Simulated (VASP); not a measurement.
A run of VASP 6.6.1 is set up as follows.

INCAR

```
ALGO = Fast
EDIFF = 1E-6
ENCUT = 520
GGA = PS
ISIF = 2
ISMEAR = 0
LASPH = True
LCHARG = False
LREAL = False
LWAVE = False
NBANDS = 20
NELM = 80
PREC = Accurate
SIGMA = 0.15
```

File KPOINTS:

```
k-points
0
Gamma
  18 18 10
```

POSCAR

```
CdIn
1.0
    3.5501721547      0.0000000000      0.0000000000
   -1.7750860773      3.0745392738      0.0000000000
    0.0000000000      0.0000000000      4.8591206281
Cd In
1 1
Direct
    0.0000000000      0.0000000000      0.5000000000
    0.6666666667      0.3333333333      0.0000000000
```

Potentials or basis: VASP PAW PBE potentials, release 64 (Cd, In_d).

The run is started by

```console
$ cat potpaw_PBE.64/Cd/POTCAR potpaw_PBE.64/In_d/POTCAR > POTCAR
$ mpirun -np 1 vasp_std > vasp.out
```

**Question.** What does it give for the pressure?

**Answer.** -3.3 GPa.

Stress tensor (GPa, compression positive):
```
-3.40  0.00  0.00
 0.00 -3.40  0.00
 0.00  0.00 -3.01
```

Caveat: the PAW data sets were made with another functional, which shifts forces and pressure a little.
